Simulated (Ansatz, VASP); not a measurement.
# Two plane-wave programs on Au

```
CELL_PARAMETERS angstrom
0.00000 2.07199 2.07199
2.07199 0.00000 2.07199
2.07199 2.07199 0.00000
ATOMIC_POSITIONS crystal
Au 0.00000 0.00000 0.00000
```

Alike in both runs: task relaxation of cell and atoms; functional r2SCAN; k mesh 7 × 7 × 7; occupations fermi-dirac, width 0.0974 eV; no spin polarisation.

```csv
,VASP,Ansatz
version,VASP 6.6.1,Ansatz 0.2.0
potentials or method,"VASP PAW PBE potentials, release 64 (Au), cutoff 550 eV",PAW plane waves
valence electrons in the cell,11,19
```

```tsv
	VASP	Ansatz	Ansatz less VASP
gap on the k mesh at the Fermi level, each at its own relaxed structure (eV)	none	none	-
relaxed volume (Å³/atom)	17.53	17.50	-0.032
relaxed cell length with the largest relative difference (Å)	2.916	2.914	-0.0018
```

VASP's potentials were made for PBE, not for r2SCAN. A gap of «none» marks a metal or a gap that the smearing closes. VASP's potentials hold 11 valence electrons a cell and Ansatz's 19, so a difference there can come from the potentials and not from the codes.

The k mesh is coarse, so the values compare programs but aren't converged. Neither program's run includes spin-orbit coupling.
